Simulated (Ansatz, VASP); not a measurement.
## TiB2: VASP beside Ansatz

```
CELL_PARAMETERS angstrom
3.22840 0.00000 0.00000
0.00000 3.02920 0.00000
0.00000 0.00000 20.99564
ATOMIC_POSITIONS crystal
Ti 0.00000 0.00000 0.33340
Ti 0.00000 0.50000 0.45835
Ti 0.00000 0.00000 0.58330
B 0.50000 0.00000 0.41670
B 0.50000 0.50000 0.37505
B 0.50000 0.50000 0.54165
B 0.50000 0.00000 0.50000
B 0.50000 0.00000 0.66660
B 0.50000 0.50000 0.62495
```

Alike in both runs: task single point; functional PBE; k mesh 5 × 6 × 1; occupations fermi-dirac, width 0.1 eV; no spin polarisation.

|  | VASP | Ansatz |
| --- | --- | --- |
| version | VASP 6.6.1 | Ansatz 0.2.0 |
| potentials or method | VASP PAW PBE potentials, release 64 (Ti_sv, B), cutoff 420 eV | plane waves, PAW |
| valence electrons in the cell | 54 | 54 |

```tsv
	VASP	Ansatz	Ansatz less VASP
gap on the k mesh at the Fermi level (eV)	none	none	-
rms of the force components (eV/Å)	0.846	0.847	+0.0017
```

A gap of «none» marks a metal or a gap that the smearing closes. Ansatz's warnings: vacuum density over bound, xc potential rough in thin density.

The k mesh is coarse, so the values compare programs but aren't converged.
